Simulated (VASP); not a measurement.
# NiGe (P4/mmm) in VASP: single point with r2SCAN

Aim: the single point of NiGe with r2SCAN.

All numbers are computed with VASP 6.6.1; they aren't measurements. Logs are shortened: lines on timing, memory, paths and dates and some standing lists are left out, and cuts for length are marked.

### 1 The cell of the first run

The typed cell holds 2 atoms: a = 2.937 Å, b = 2.937 Å, c = 2.933 Å, α = 90.00°, β = 90.00°, γ = 90.00°.

### 2 Single point, r2SCAN, collinear spin, ferromagnetic start

POSCAR reads:

```
NiGe
1.0
    2.9370030949      0.0000000000      0.0000000000
    0.0000000000      2.9370030949      0.0000000000
    0.0000000000      0.0000000000      2.9326761266
Ni Ge
1 1
Direct
    0.0000000000      0.0000000000      0.0000000000
    0.5000000000      0.5000000000      0.5000000000
```

INCAR.step1 reads:

```
PREC = Accurate
ENCUT = 660
ISMEAR = 0
SIGMA = 0.1
LREAL = False
LASPH = True
NELM = 200
ISPIN = 2
MAGMOM = 2.5 0
LMAXMIX = 4
NBANDS = 23
GGA = PE
ALGO = Normal
EDIFF = 1E-5
LWAVE = True
LCHARG = False
GGA_COMPAT = False
```

INCAR.step2 reads:

```
PREC = Accurate
ENCUT = 660
EDIFF = 1E-6
ISMEAR = 0
SIGMA = 0.1
LREAL = False
LASPH = True
NELM = 200
ALGO = Normal
ISIF = 2
LWAVE = False
LCHARG = False
ISPIN = 2
MAGMOM = 2.5 0
LORBIT = 11
LMAXMIX = 4
METAGGA = R2SCAN
LMIXTAU = True
NBANDS = 23
ISTART = 1
GGA_COMPAT = False
```

KPOINTS reads:

```
Automatic mesh
0
Gamma
  16 16 12
```

Potentials or basis: VASP PAW PBE potentials, release 64 (Ni, Ge_d).

Started as:

```console
$ cat potpaw_PBE.64/Ni/POTCAR potpaw_PBE.64/Ge_d/POTCAR > POTCAR
$ cp INCAR.step1 INCAR
$ mpirun -np 1 vasp_std > vasp.out
$ cp INCAR.step2 INCAR
$ mpirun -np 1 vasp_std > vasp.out
```

OUTCAR:

```text
PREC = Accurate
   ENCUT = 660
   EDIFF = 1E-6
   ISMEAR = 0
   LREAL = False
   LASPH = True
   NELM = 200
   ISIF = 2
   ISPIN = 2
   LORBIT = 11
   METAGGA = R2SCAN
   ISTART = 1

 ion  position               nearest neighbor table
   1  0.000  0.000  0.000-   2 2.54   2 2.54   2 2.54   2 2.54   2 2.54   2 2.54   2 2.54   2 2.54

   2  0.500  0.500  0.500-   1 2.54   1 2.54   1 2.54   1 2.54   1 2.54   1 2.54   1 2.54   1 2.54

  LATTYP: Found a simple tetragonal cell.
 ALAT       =     2.9370030949
 C/A-ratio  =     0.9985267403

  Lattice vectors:

 A1 = (   2.9370030949,   0.0000000000,   0.0000000000)
 A2 = (   0.0000000000,   2.9370030949,   0.0000000000)
 A3 = (   0.0000000000,   0.0000000000,   2.9326761266)

Analysis of symmetry for initial positions (statically):
=====================================================================
 Subroutine PRICEL returns:
 Original cell was already a primitive cell.

 Routine SETGRP: Setting up the symmetry group for a
 simple tetragonal supercell.

 Subroutine GETGRP returns: Found 16 space group operations
 (whereof 16 operations were pure point group operations)
 out of a pool of 16 trial point group operations.

The static configuration has the point symmetry D_4h.

Analysis of symmetry for dynamics (positions and initial velocities):
=====================================================================
 Subroutine PRICEL returns:
 Original cell was already a primitive cell.

 Routine SETGRP: Setting up the symmetry group for a
 simple tetragonal supercell.

 Subroutine GETGRP returns: Found 16 space group operations
 (whereof 16 operations were pure point group operations)
 out of a pool of 16 trial point group operations.

The dynamic configuration has the point symmetry D_4h.

Analysis of structural, dynamic, and magnetic symmetry:
=====================================================================
 Subroutine PRICEL returns:
 Original cell was already a primitive cell.

 Routine SETGRP: Setting up the symmetry group for a
 simple tetragonal supercell.

 Subroutine GETGRP returns: Found 16 space group operations
 (whereof 16 operations were pure point group operations)
 out of a pool of 16 trial point group operations.

The overall configuration has the point symmetry D_4h.

 Subroutine INISYM returns: Found 16 space group operations
 (whereof 16 operations are pure point group operations),
 and found     1 'primitive' translations

----------------------------------------------------------------------------------------

                                     Primitive cell

  volume of cell :      25.2972

  direct lattice vectors                    reciprocal lattice vectors
     2.937003095  0.000000000  0.000000000     0.340483128  0.000000000  0.000000000
     0.000000000  2.937003095  0.000000000     0.000000000  0.340483128  0.000000000
     0.000000000  0.000000000  2.932676127     0.000000000  0.000000000  0.340985488

  length of vectors
     2.937003095  2.937003095  2.932676127     0.340483128  0.340483128  0.340985488

  position of ions in fractional coordinates (direct lattice)
     0.000000000  0.000000000  0.000000000
     0.500000000  0.500000000  0.500000000

  ion indices of the primitive-cell ions
   primitive index   ion index
                 1           1
                 2           2

----------------------------------------------------------------------------------------

 KPOINTS: Automatic mesh

Automatic generation of k-mesh.
 Grid dimensions read from file:
 generate k-points for:   16   16   12

 Generating k-lattice:

  Cartesian coordinates                     Fractional coordinates (reciprocal lattice)
     0.021280195  0.000000000  0.000000000     0.062500000  0.000000000  0.000000000
     0.000000000  0.021280195  0.000000000     0.000000000  0.062500000  0.000000000
     0.000000000  0.000000000  0.028415457     0.000000000  0.000000000  0.083333333

  Length of vectors
     0.021280195  0.021280195  0.028415457

  Shift w.r.t. Gamma in fractional coordinates (k-lattice)
     0.000000000  0.000000000  0.000000000

 Subroutine IBZKPT returns following result:
 ===========================================

 Found    315 irreducible k-points:

 Following reciprocal coordinates:
            Coordinates               Weight
  0.000000  0.000000  0.000000      1.000000
  0.062500  0.000000  0.000000      4.000000
  0.125000  0.000000  0.000000      4.000000
  0.187500  0.000000  0.000000      4.000000
  0.250000  0.000000  0.000000      4.000000
  0.312500  0.000000  0.000000      4.000000
[... 16 lines left out ...]
  0.437500  0.125000  0.000000      8.000000
  0.500000  0.125000  0.000000      4.000000
 [... further k-points ...]
   k-points           NKPTS =    315   k-points in BZ     NKDIM =    315   number of bands    NBANDS=     23
   number of dos      NEDOS =    301   number of ions     NIONS =      2
   total plane-waves  NPLWV =  21952
   dimension x,y,z NGX =    28 NGY =   28 NGZ =   28
   dimension x,y,z NGXF=    56 NGYF=   56 NGZF=   56
   ions per type =               1   1
   NGX,Y,Z   is equivalent  to a cutoff of  15.85, 15.85, 15.87 a.u.
   NGXF,Y,Z  is equivalent  to a cutoff of  31.70, 31.70, 31.74 a.u.
 SYSTEM =  unknown system
   PREC   = accura    normal or accurate (medium, high low for compatibility)
   ISTART =      1    job   : 0-new  1-cont  2-samecut
   ICHARG =      0    charge: 1-file 2-atom 10-const
   ISPIN  =      2    spin polarized calculation?
   LNONCOLLINEAR =      F non collinear calculations
   LSORBIT =      F    spin-orbit coupling
   LASPH  =      T    aspherical Exc in radial PAW
   ENCUT  =  660.0 eV  48.51 Ry    6.96 a.u.   6.15  6.15  6.14*2*pi/ulx,y,z
   NELM   =    200;   NELMIN=  2; NELMDL=  0     # of ELM steps
   EDIFF  = 0.1E-05   stopping-criterion for ELM
   LREAL  =      F    real-space projection
   EDIFFG = 0.1E-04   stopping-criterion for IOM
   NSW    =      0    number of steps for IOM
   IBRION =     -1    ionic relax: 0-MD 1-quasi-New 2-CG
   NFREE  =      0    steps in history (QN), initial steepest desc. (CG)
   ISIF   =      2    stress and relaxation
   ISYM   =      2    0-nonsym 1-usesym 2-fastsym
   POTIM  = 0.5000    time-step for ionic-motion
   TEBEG  =    0.0;   TEEND  =   0.0 temperature during run
   PSTRESS=    0.0 pullay stress
   NELECT =      24.0000    total number of electrons
   NUPDOWN=      -1.0000    fix difference up-down
   EMIN   =  10.00;   EMAX   =-10.00  energy-range for DOS
   EFERMI =   0.00;   METHOD = LEGACY
   ISMEAR =     0;   SIGMA  =   0.10  broadening in eV -4-tet -1-fermi 0-gaus
   EFERMI_NEDOS =   21; number of points for ismear=-14 and -15
   IALGO  =     38    algorithm
   IMIX   =      4    mixing-type and parameters
     AMIX     =   0.40;   BMIX     =  1.00
     AMIX_MAG =   1.60;   BMIX_MAG =  1.00
  volume/ion in A,a.u.               =      12.65        85.36
  Fermi-wavevector in a.u.,A,eV,Ry     =   1.608623  3.039857 35.207360  2.587668
  Thomas-Fermi vector in A             =   2.704463
   LORBIT       =     11    0 simple, 1 ext, 2 COOP (PROOUT), +10 PAW based schemes
   METAGGA = R2SCAN    functional components
   LHFCALC =     F    Hartree Fock is set to
   AEXX    =    0.0000 exact exchange contribution
   IVDW    =     0    specifies the selected vdW correction
   LEPSILON=     F    determine dielectric tensor
   LRPA    =     F    only Hartree local field effects (RPA)
 spin polarized calculation
 Gauss-broadening in eV      SIGMA  =   0.10
  energy-cutoff  :      660.00
  volume of cell :       25.30
 maximum number of plane-waves:       992
 NGX is ok and might be reduce to    28
   NGX = 13   NGY = 13   NGZ = 13

 number of electron      23.9999987 magnetization      -0.0000061

 number of electron      23.9999987 magnetization       0.0000001

 Free energy of the ion-electron system (eV)
  ---------------------------------------------------
  ext. energy  EPLUGINS =         0.00000000
  ---------------------------------------------------
  free energy    TOTEN  =       -25.78353255 eV

  energy without entropy =      -25.77874828  energy(sigma->0) =      -25.78114042

 E-fermi :   9.9899     XC(G=0): -14.2442

 val. band max:        9.9895335663   @ k =   0.5000   0.4375   0.0000
 cond. band min:       9.9939460268   @ k =   0.4375   0.0000   0.5000
 fundamental gap:      0.0044124605
 Fermi energy:         9.9898526284

 spin component 1

 k-point     1 :       0.0000    0.0000    0.0000
  band No.  band energies     occupation
      1     -15.9034      1.00000
      2     -15.9019      1.00000
      3     -15.7817      1.00000
      4     -15.7817      1.00000
      5     -15.7814      1.00000
      6      -4.5267      1.00000
[... 15 lines left out ...]
     22      32.3449      0.00000
     23      32.3761      0.00000
[... 575 lines left out ...]
      1     -15.8816      1.00000
      2     -15.8268      1.00000
      3     -15.8180      1.00000
      4     -15.7826      1.00000
      5     -15.7826      1.00000
      6      -0.8481      1.00000
[... 15 lines left out ...]
     22      34.0008      0.00000
     23      35.9942      0.00000

 [... further k-points ...]

 spin component 2

 k-point     1 :       0.0000    0.0000    0.0000
  band No.  band energies     occupation
      1     -15.9034      1.00000
      2     -15.9019      1.00000
      3     -15.7817      1.00000
      4     -15.7817      1.00000
      5     -15.7814      1.00000
      6      -4.5267      1.00000
[... 15 lines left out ...]
     22      32.3449      0.00000
     23      32.3760      0.00000
[... 575 lines left out ...]
      1     -15.8816      1.00000
      2     -15.8268      1.00000
      3     -15.8180      1.00000
      4     -15.7826      1.00000
      5     -15.7826      1.00000
      6      -0.8481      1.00000
[... 15 lines left out ...]
     22      34.0008      0.00000
     23      35.9942      0.00000

 [... further k-points ...]

------------------------ aborting loop because EDIFF is reached ----------------------------------------

  FORCE on cell =-STRESS in cart. coord.  units (eV):
  Direction    XX          YY          ZZ          XY          YZ          ZX
  --------------------------------------------------------------------------------------
  -------------------------------------------------------------------------------------
  Total       -0.0203352     -0.0203352     -0.0128638      0.0000000      0.0000000      0.0000000
  in kB       -1.2879115     -1.2879115     -0.8147182      0.0000000      0.0000000      0.0000000
  external PRESSURE =      -1.1301804 kB  Pullay stress =       0.0000000 kB

 VOLUME and BASIS-vectors are now :
 -----------------------------------------------------------------------------
  energy-cutoff  :      660.00
  volume of cell :       25.30
      direct lattice vectors                 reciprocal lattice vectors
     2.937003095  0.000000000  0.000000000     0.340483128  0.000000000  0.000000000
     0.000000000  2.937003095  0.000000000     0.000000000  0.340483128  0.000000000
     0.000000000  0.000000000  2.932676127     0.000000000  0.000000000  0.340985488

 POSITION                                       TOTAL-FORCE (eV/Angst)
 -----------------------------------------------------------------------------------
      0.00000      0.00000      0.00000         0.000000      0.000000      0.000000
      1.46850      1.46850      1.46634         0.000000      0.000000      0.000000
 -----------------------------------------------------------------------------------
    total drift:                                0.000000      0.000000      0.000000

  FREE ENERGIE OF THE ION-ELECTRON SYSTEM (eV)
  ---------------------------------------------------
  free  energy   TOTEN  =       -25.7835325533 eV

  energy  without entropy=      -25.7787482767  energy(sigma->0) =      -25.78114042

 total charge

# of ion       s       p       d       tot
------------------------------------------
    1        0.415   0.465   8.518   9.398
    2        1.124   1.162  10.098  12.384
--------------------------------------------------
tot          1.539   1.626  18.616  21.782

 magnetization (x)

# of ion       s       p       d       tot
------------------------------------------
    1        0.000   0.000   0.000   0.000
    2        0.000  -0.000  -0.000  -0.000
--------------------------------------------------
tot          0.000  -0.000   0.000   0.000
```

Run time: 12 min. Hardware: 1 thread of Intel Xeon 6975P-C (Granite Rapids), shared host; peak memory 0.49 GiB.

Results:

```yaml
Free_energy: -25.7835 eV
Pressure: -0.1 GPa
Band_gap_on_the_k_mesh: zero (filled and empty bands overlap)
Net_moment: 0.00 μB per cell
Valence_electrons_inside_the_program's_atomic_spheres: Ni 9.40; Ge 12.38
```

Levels at points of the mesh, in eV from the Fermi level:
Spin up:
```tsv
k point	band 9	band 10	band 11	band 12	band 13	band 14	band 15	band 16
(0.00, 0.00, 0.00)	-1.78	-1.78	-1.78	2.67	2.67	2.72	8.78	8.88
(0.50, 0.00, 0.00)	-2.75	-2.74	-1.74	-1.15	7.24	7.28	9.61	10.77
(0.50, 0.50, 0.00)	-3.48	-2.24	-2.24	-1.37	-0.11	1.37	7.88	13.89
(0.00, 0.00, 0.50)	-2.75	-2.75	-1.74	-1.14	7.26	7.26	9.60	10.77
(0.50, 0.00, 0.50)	-3.48	-2.25	-2.25	-1.36	-0.11	1.38	7.85	13.85
(0.50, 0.50, 0.50)	-3.96	-1.34	-1.33	2.26	2.26	2.26	2.39	2.41
```
Spin down:
```
           k point  band 10  band 11  band 12  band 13  band 14  band 15
(0.00, 0.00, 0.00)    -1.78    -1.78     2.67     2.67     2.72     8.78
(0.50, 0.00, 0.00)    -2.74    -1.74    -1.15     7.24     7.28     9.61
(0.50, 0.50, 0.00)    -2.24    -2.24    -1.37    -0.11     1.37     7.88
(0.00, 0.00, 0.50)    -2.75    -1.74    -1.14     7.26     7.26     9.60
(0.50, 0.00, 0.50)    -2.25    -2.25    -1.36    -0.11     1.38     7.85
(0.50, 0.50, 0.50)    -1.34    -1.33     2.26     2.26     2.26     2.39
```

Caveat: the moments typed at the start vanished in this run; the PAW data sets were made with another functional, which shifts forces and pressure a little.
